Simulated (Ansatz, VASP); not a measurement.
# Two plane-wave programs on MnAs

```
CELL_PARAMETERS angstrom
3.71000 0.00000 0.00000
-1.85500 3.21295 0.00000
0.00000 0.00000 5.69100
ATOMIC_POSITIONS crystal
As 0.66667 0.33333 0.75000
As 0.33333 0.66667 0.25000
Mn 0.00000 0.00000 0.50000
Mn 0.00000 0.00000 0.00000
```

Alike in both runs: functional BLYP; k mesh 8 × 8 × 5; occupations fermi-dirac, width 0.05 eV; collinear spin.

|  | VASP | Ansatz |
| --- | --- | --- |
| version | VASP 6.6.1 | Ansatz 0.2.0 |
| potentials or method | VASP PAW PBE potentials, release 64 (As, Mn_pv) | Ansatz PAW |
| plane-wave cutoff (eV) | 520 | 420 |
| valence electrons in the cell | 36 | 60 |
| task | single point | band structure |

VASP gave:

- gap on the k mesh at the Fermi level (eV): none
- pressure (GPa): 1.7
- traceless stress, the component that is largest in VASP (GPa): -1.53
- net moment per atom (μB): 1.50
- size of the moment on the site where the two differ most (μB): 3.07

**Question.** Which values does Ansatz return?

**Answer.** gap on the k mesh at the Fermi level (eV): none; pressure (GPa): 1.6; traceless stress, the component that is largest in VASP (GPa): -1.55; net moment per atom (μB): 1.52; size of the moment on the site where the two differ most (μB): 3.05.

VASP's potentials were made for PBE, not for BLYP. Site moments also hang on the region over which each program counts them. A gap of «none» marks a metal or a gap that the smearing closes. VASP's potentials hold 36 valence electrons a cell and Ansatz's 60, so a difference there can come from the potentials and not from the codes.
